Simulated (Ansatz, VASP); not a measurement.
FeSi2 in VASP and in Ansatz

File INCAR:

```
SYSTEM = FeSi2
PREC = Accurate
ENCUT = 600
EDIFF = 1E-6
ISMEAR = 0
SIGMA = 0.1
LREAL = .False.
LASPH = .True.
NELM = 80
ALGO = Normal
ISIF = 3
LWAVE = .False.
LCHARG = .False.
GGA = PS
IBRION = 2
NSW = 80
EDIFFG = -0.002
```

File KPOINTS:

```
regular mesh
0
Gamma
  16 16 8
  0 0 0
```

File POSCAR:

```
FeSi2
1.0
    2.6840000000      0.0000000000      0.0000000000
    0.0000000000      2.6840000000      0.0000000000
    0.0000000000      0.0000000000      5.1280000000
Fe Si
1 2
Direct
    0.0000000000      0.0000000000      0.0000000000
    0.5000000000      0.5000000000      0.2700000000
    0.5000000000      0.5000000000      0.7300000000
```

Input for Ansatz:

```yaml
crystal:
  lattice:
    - [2.684, 0.0, 0.0]
    - [0.0, 2.684, 0.0]
    - [0.0, 0.0, 5.128]
  atoms:
    - { symbol: Fe, position: [0.0, 0.0, 0.0] }
    - { symbol: Si, position: [0.5, 0.5, 0.27] }
    - { symbol: Si, position: [0.5, 0.5, 0.73] }
scf:
  occupations: { method: gaussian, width: 0.1 }
output:
  forces: true
  stress: true
  eigenvalues: true
  write_density: true
  write_potential: true
  elf: true
  volumetric_format: npy
hamiltonian:
  xc: pbesol
kpoints:
  mp_grid: { grid: [16, 16, 8] }
basis:
  ecutwfc: 520
relax:
  f_tol: 0.002
  max_steps: 60
  cell: { stress_tol: 0.03 }
```

Alike in both runs: task relaxation of cell and atoms; functional PBEsol; k mesh 16 × 16 × 8; occupations gaussian, width 0.1 eV; no spin polarisation.

|  | VASP | Ansatz |
| --- | --- | --- |
| version | VASP 6.6.1 | Ansatz 0.2.0 |
| potentials or method | VASP PAW PBE potentials, release 64 (Fe, Si), cutoff 600 eV | scalar-relativistic, plane waves, PAW |
| valence electrons in the cell | 16 | 24 |

Ansatz gave:

* gap on the k mesh at the Fermi level, each at its own relaxed structure (eV): none
* relaxed volume (Å³/atom): 12.19
* relaxed cell length with the largest relative difference (Å): 2.676

Problem. Estimate VASP's values.

Solution. gap on the k mesh at the Fermi level, each at its own relaxed structure (eV): none; relaxed volume (Å³/atom): 12.21; relaxed cell length with the largest relative difference (Å): 2.678.

VASP's potentials were made for PBE, not for PBEsol. A gap of «none» marks a metal or a gap that the smearing closes. VASP's potentials hold 16 valence electrons a cell and Ansatz's 24, so a difference there can come from the potentials and not from the codes.
